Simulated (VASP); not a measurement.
# Ti12B24F (a cell with a defect) in VASP: further runs

Aim: see how the results for Ti12B24F (a cell with a defect) move with the level of theory and the settings. Levels: PBE, PBEsol. Tasks: single point.

Everything below comes from runs of VASP 6.6.1. Logs are shortened: lines on timing, memory, paths and dates and some standing lists are left out, and cuts for length are marked.

### Step 1. The cell of the first run

The cell holds a defect, 37 atoms: a = 6.064 Å, b = 9.095 Å, c = 6.448 Å, α = 90.00°, β = 90.00°, γ = 120.00°.

### Step 2. Single point, PBE

INCAR reads:

```
  PREC = Accurate
  ENCUT = 520
  EDIFF = 1E-6
  ISMEAR = 1
  SIGMA = 0.1
  LREAL = Auto
  LASPH = True
  NELM = 80
  ALGO = Normal
  ISIF = 2
  LWAVE = False
  LCHARG = True
  GGA = PE
  LELF = True
  LVHAR = True
  NBANDS = 136
```

KPOINTS reads:

```
Automatic mesh
0
Gamma
  3 2 2
```

POSCAR reads:

```
Ti12B24F
1.0
    6.0635047200      0.0000000600      0.0000000000
   -4.5476286100      7.8767236400      0.0000000000
    0.0000000000      0.0000000000      6.4483601600
Ti B F
12 24 1
Direct
    0.0117705180     -0.0118370283     -0.0115085073
    0.0013906980     -0.0023076854      0.4951410779
    0.0184041451      0.3574741387     -0.0063338584
    0.0028295625      0.3384610305      0.4975986019
   -0.0030276820      0.6653220602     -0.0021650466
   -0.0030702719      0.6654209592      0.4978057863
    0.4667482109     -0.0135343111     -0.0102001126
    0.4934178294     -0.0030949454      0.4957210703
    0.4974748481      0.3314666211      0.0002799161
    0.5008800150      0.3360659953      0.5018309957
    0.5039377981      0.6703577796     -0.0013744580
    0.5009530312      0.6661188344      0.4989474719
    0.1796992248      0.2279216678      0.2705548320
    0.3331959019      0.1117087536      0.2512637259
    0.1661685522      0.2225983886      0.7451005962
    0.3326068146      0.1110884449      0.7446699441
    0.1661070686      0.5563884415      0.2487261816
    0.3355512457      0.4460994368      0.2499792133
    0.1669929139      0.5572285116      0.7450008810
    0.3345543349      0.4456295714      0.7486459937
    0.1647344724      0.8875795711      0.2472954302
    0.3314641479      0.7766022092      0.2511165567
    0.1636398527      0.8861504236      0.7412309303
    0.3323522766      0.7768478697      0.7443507932
    0.6604333288      0.2274949639      0.2720803362
    0.8339805047      0.1127982891      0.2904152302
    0.6664018123      0.2222500166      0.7450691154
    0.8334357110      0.1110570829      0.7119521686
    0.6668792508      0.5561849267      0.2492894255
    0.8319782868      0.4451716361      0.2504718967
    0.6661273637      0.5555922945      0.7494879132
    0.8325854427      0.4450780693      0.7484124460
    0.6591979296      0.8800656564      0.2687605774
    0.8318241625      0.7763795240      0.2503382193
    0.6662371400      0.8891344016      0.7437351328
    0.8310486593      0.7759572672      0.7453141389
   -0.1671701083      0.1133235151      0.0485300126
```

Potentials or basis: VASP PAW PBE potentials, release 64 (Ti_sv, B, F).

On the command line:

```
$ cat potpaw_PBE.64/Ti_sv/POTCAR potpaw_PBE.64/B/POTCAR potpaw_PBE.64/F/POTCAR > POTCAR
$ mpirun -np 1 vasp_std > vasp.out
```

OUTCAR:

```text
PREC = Accurate
   ENCUT = 520
   EDIFF = 1E-6
   ISMEAR = 1
   LREAL = Auto
   LASPH = True
   NELM = 80
   ISIF = 2
   GGA = PE

 ion  position               nearest neighbor table
   1  0.012  0.988  0.988-  37 1.96  23 2.26  36 2.30  21 2.31  16 2.31  34 2.38  14 2.40  35 2.41
                            15 2.43   7 2.77   5 2.89
   2  0.001  0.998  0.495-  26 2.22  28 2.26  33 2.32  13 2.32  14 2.35  23 2.35  21 2.35  34 2.35
                            16 2.37  36 2.38  35 2.38  15 2.40
   3  0.018  0.357  0.994-  37 1.96  19 2.25  17 2.27  20 2.30  32 2.30  18 2.35  30 2.36  15 2.44
                            27 2.45   5 2.87  11 2.90
   4  0.003  0.338  0.498-  26 2.22  28 2.26  25 2.31  13 2.32  19 2.35  17 2.35  30 2.36  18 2.37
                            32 2.37  20 2.38  27 2.38  15 2.38
   5  0.997  0.665  0.998-  31 2.36  32 2.37  29 2.37  21 2.38  30 2.38  17 2.38  34 2.38  36 2.39
                            19 2.39  22 2.40  23 2.40  24 2.40   3 2.87   7 2.89   1 2.89
   6  0.997  0.665  0.498-  23 2.34  30 2.36  29 2.36  34 2.36  36 2.36  19 2.36  22 2.37  32 2.37
                            24 2.37  17 2.37  31 2.38  21 2.38
   7  0.467  0.986  0.990-  37 1.96  23 2.26  24 2.29  21 2.30  16 2.32  22 2.36  14 2.39  35 2.42
                            27 2.44   1 2.77   5 2.89
   8  0.493  0.997  0.496-  26 2.23  28 2.27  33 2.31  25 2.32  22 2.35  23 2.35  14 2.35  21 2.35
                            24 2.36  16 2.37  35 2.38  27 2.40
   9  0.497  0.331  0.000-  14 2.37  18 2.38  30 2.39  29 2.39  20 2.39  16 2.39  31 2.39  15 2.39
                            32 2.39  27 2.40  13 2.41  25 2.42
  10  0.501  0.336  0.502-  25 2.25  13 2.25  31 2.35  20 2.36  15 2.36  32 2.36  27 2.36  16 2.36
                            18 2.38  30 2.38  29 2.38  14 2.39
  11  0.504  0.670  0.999-  34 2.37  36 2.37  31 2.38  35 2.38  22 2.39  29 2.39  24 2.39  20 2.39
                            18 2.40  17 2.40  33 2.40  19 2.41   3 2.90
  12  0.501  0.666  0.499-  33 2.25  36 2.35  35 2.36  18 2.36  34 2.36  24 2.36  19 2.37  20 2.37
                            29 2.37  31 2.37  22 2.38  17 2.39
  13  0.180  0.228  0.271-  18 1.72  14 1.73  26 1.82  10 2.25   4 2.32   2 2.32   9 2.41
  14  0.333  0.112  0.251-  25 1.72  13 1.73  21 1.77   2 2.35   8 2.35   9 2.37   7 2.39  10 2.39
                             1 2.40
  15  0.166  0.223  0.745-  16 1.75  20 1.76  28 1.76  10 2.36   4 2.38   9 2.39   2 2.40   1 2.43
                             3 2.44
  16  0.333  0.111  0.745-  15 1.75  27 1.75  23 1.77   1 2.31   7 2.32  10 2.36   2 2.37   8 2.37
                             9 2.39
  17  0.166  0.556  0.249-  22 1.73  30 1.75  18 1.76   3 2.27   4 2.35   6 2.37   5 2.38  12 2.39
                            11 2.40
  18  0.336  0.446  0.250-  13 1.72  29 1.74  17 1.76   3 2.35  12 2.36   4 2.37  10 2.38   9 2.38
                            11 2.40
  19  0.167  0.557  0.745-  24 1.73  32 1.76  20 1.76   3 2.25   4 2.35   6 2.36  12 2.37   5 2.39
                            11 2.41
  20  0.335  0.446  0.749-  31 1.74  15 1.76  19 1.76   3 2.30  10 2.36  12 2.37   4 2.38   9 2.39
                            11 2.39
  21  0.165  0.888  0.247-  34 1.75  22 1.75  14 1.77   7 2.30   1 2.31   2 2.35   8 2.35   5 2.38
                             6 2.38
  22  0.331  0.777  0.251-  33 1.73  17 1.73  21 1.75   8 2.35   7 2.36   6 2.37  12 2.38  11 2.39
                             5 2.40
[... 257 lines left out ...]
  volume/ion in A,a.u.               =       8.32        56.17
  Fermi-wavevector in a.u.,A,eV,Ry     =   1.470066  2.778022 29.403480  2.161095
  Thomas-Fermi vector in A             =   2.585368
   LORBIT       =      0    0 simple, 1 ext, 2 COOP (PROOUT), +10 PAW based schemes
   GGA     = PE    functional components
   LHFCALC =     F    Hartree Fock is set to
   AEXX    =    0.0000 exact exchange contribution
   IVDW    =     0    specifies the selected vdW correction
   LEPSILON=     F    determine dielectric tensor
   LRPA    =     F    only Hartree local field effects (RPA)
 non-spin polarized calculation
 Methfessel and Paxton  Order N= 1 SIGMA  =   0.10
  energy-cutoff  :      520.00
  volume of cell :      307.98
 maximum number of plane-waves:      8324
 NGX is ok and might be reduce to    48
   NGX = 23   NGY = 33   NGZ = 23

 number of electron     223.0000010 magnetization

 Free energy of the ion-electron system (eV)
  ---------------------------------------------------
  ext. energy  EPLUGINS =         0.00000000
  ---------------------------------------------------
  free energy    TOTEN  =      -290.80183314 eV

  energy without entropy =     -290.79895764  energy(sigma->0) =     -290.80087464

 E-fermi :  10.2362     XC(G=0): -12.8638

 val. band max:       10.2222441510   @ k =   0.0000   0.5000   0.0000
 cond. band min:      10.2670244779   @ k =   0.3333   0.5000   0.0000
 fundamental gap:      0.0447803270
 Fermi energy:        10.2361851529

 k-point     1 :       0.0000    0.0000    0.0000
  band No.  band energies     occupation
      1     -46.8897      2.00000
      2     -46.8488      2.00000
      3     -46.8405      2.00000
      4     -46.6818      2.00000
      5     -46.6617      2.00000
      6     -46.6324      2.00000
[... 997 lines left out ...]
    122      11.8034     -0.00000
    123      11.8626     -0.00000
 [bands above 123 left out]

------------------------ aborting loop because EDIFF is reached ----------------------------------------

  FORCE on cell =-STRESS in cart. coord.  units (eV):
  Direction    XX          YY          ZZ          XY          YZ          ZX
  --------------------------------------------------------------------------------------
  -------------------------------------------------------------------------------------
  Total       19.3481454     19.4867058     19.6782831      0.4704094      0.8596752     -0.0101010
  in kB      100.6540625    101.3748898    102.3715241      2.4471916      4.4722532     -0.0525478
  external PRESSURE =     101.4668255 kB  Pullay stress =       0.0000000 kB

 VOLUME and BASIS-vectors are now :
 -----------------------------------------------------------------------------
  energy-cutoff  :      520.00
  volume of cell :      307.98
      direct lattice vectors                 reciprocal lattice vectors
     6.063504720  0.000000060  0.000000000     0.164921121  0.095217255  0.000000000
    -4.547628610  7.876723640  0.000000000    -0.000000001  0.126956339  0.000000000
     0.000000000  0.000000000  6.448360160     0.000000000  0.000000000  0.155078187

 POSITION                                       TOTAL-FORCE (eV/Angst)
 -----------------------------------------------------------------------------------
     -4.42243      7.78349      6.37415         0.040637     -0.019670     -0.010742
     -4.52870      7.85855      3.19285         0.005430      0.002021      0.007185
     -1.51407      2.81573      6.40752         0.003678      0.058462     -0.000471
     -1.52204      2.66596      3.20870        -0.000506      0.007780      0.003050
      3.01951      5.24056      6.43440         0.001194     -0.011761     -0.011796
      3.01880      5.24134      3.21003         0.005964     -0.016756     -0.009502
[... 29 lines left out ...]
      1.51030      6.11200      4.80605        -0.003641      0.000823     -0.002504
      4.53451      0.89262      0.31294         0.000013     -0.000128     -0.029777
 -----------------------------------------------------------------------------------
    total drift:                                0.029338     -0.026901     -0.011416

  FREE ENERGIE OF THE ION-ELECTRON SYSTEM (eV)
  ---------------------------------------------------
  free  energy   TOTEN  =      -290.8018331420 eV

  energy  without entropy=     -290.7989576401  energy(sigma->0) =     -290.80087464
```

OSZICAR:

```text
N       E                     dE             d eps       ncg     rms          rms(c)
DAV:   1     0.320701555487E+04    0.32070E+04   -0.99772E+04  2176   0.194E+03
[... 11 lines left out ...]
DAV:  13    -0.290802237087E+03    0.30381E-03   -0.99695E-03  2888   0.644E-01    0.211E-01
DAV:  14    -0.290801744647E+03    0.49244E-03   -0.28003E-03  3008   0.405E-01    0.121E-01
DAV:  15    -0.290801839647E+03   -0.94999E-04   -0.13595E-03  3016   0.171E-01    0.560E-02
DAV:  16    -0.290801848615E+03   -0.89685E-05   -0.26295E-04  2936   0.120E-01    0.412E-02
DAV:  17    -0.290801828409E+03    0.20206E-04   -0.17400E-04  2904   0.808E-02    0.892E-03
DAV:  18    -0.290801833158E+03   -0.47495E-05   -0.46604E-05  2920   0.277E-02    0.843E-03
DAV:  19    -0.290801833142E+03    0.16455E-07   -0.40180E-06  2224   0.151E-02
   1 F= -.29080183E+03 E0= -.29080087E+03  d E =-.287550E-02
```

stdout:

```text
POSCAR found type information on POSCAR TiB F
 POSCAR found :  3 types and      37 ions
 scaLAPACK will be used
 LDA part: xc-table for (Slater+PW92), standard interpolation
 -----------------------------------------------------------------------------
|                                                                             |
|           W    W    AA    RRRRR   N    N  II  N    N   GGGG   !!!           |
|           W    W   A  A   R    R  NN   N  II  NN   N  G    G  !!!           |
|           W    W  A    A  R    R  N N  N  II  N N  N  G       !!!           |
|           W WW W  AAAAAA  RRRRR   N  N N  II  N  N N  G  GGG   !            |
|           WW  WW  A    A  R   R   N   NN  II  N   NN  G    G                |
|           W    W  A    A  R    R  N    N  II  N    N   GGGG   !!!           |
|                                                                             |
|     Your reciprocal lattice and k-lattice belong to different lattice       |
|     classes:                                                                |
|                                                                             |
|        The reciprocal lattice is simple monoclinic,                         |
|        whereas your k-lattice is hexagonal.                                 |
|                                                                             |
|     Results are often still useful ...                                      |
|                                                                             |
 -----------------------------------------------------------------------------

 POSCAR, INCAR and KPOINTS ok, starting setup
 FFT: planning ... GRIDC
 FFT: planning ... GRID_SOFT
 FFT: planning ... GRID
 WAVECAR not read
 entering main loop
```

It took 11 min on 1 thread of Intel Xeon Platinum 8488C (Sapphire Rapids), shared host; peak memory 0.52 GiB.

Results:

| Item | Value |
| --- | --- |
| Free energy | -290.8018 eV |
| Pressure | 10.1 GPa |
| Largest force | 0.072 eV/Å |
| Band gap on the k mesh | zero (an odd number of electrons rules out a gap without spin polarisation) |

Forces in eV/Å, atoms in the order of the input:
```
Ti   0.041 -0.020 -0.011
Ti   0.005  0.002  0.007
Ti   0.004  0.058  0.000
Ti  -0.001  0.008  0.003
Ti   0.001 -0.012 -0.012
Ti   0.006 -0.017 -0.010
Ti  -0.032 -0.041 -0.017
Ti  -0.001  0.000  0.011
Ti   0.001 -0.004  0.000
Ti  -0.003  0.004  0.017
Ti  -0.009  0.001  0.001
Ti   0.005 -0.002  0.003
B   -0.007 -0.004 -0.007
B   -0.001 -0.002 -0.001
B    0.000  0.001 -0.002
B    0.000  0.005 -0.004
B    0.000  0.001  0.002
B   -0.002  0.003 -0.001
B    0.000  0.000  0.000
B    0.000  0.002 -0.001
B   -0.001  0.001  0.003
B    0.000  0.003 -0.002
B   -0.001  0.000 -0.003
B    0.002 -0.001 -0.003
B    0.006 -0.005 -0.008
B    0.000  0.000  0.072
B   -0.002  0.002 -0.002
B    0.000  0.003  0.007
B   -0.001 -0.003  0.000
B   -0.001  0.003  0.000
B    0.000 -0.002  0.001
B   -0.002  0.002 -0.001
B   -0.001  0.009 -0.006
B   -0.001  0.005 -0.002
B   -0.002  0.000 -0.002
B   -0.004  0.001 -0.003
F    0.000  0.000 -0.030
```

Caveat: the k points lie up to 0.49 Å⁻¹ apart, too coarse for converged energies and pressures of a metal; an odd number of electrons without spin polarisation forces a metal; a magnetic or distorted state may lie lower.

(Continued in part 2 of 2.)

The gap in the log of VASP goes by the Fermi energy; the results here count the filled bands.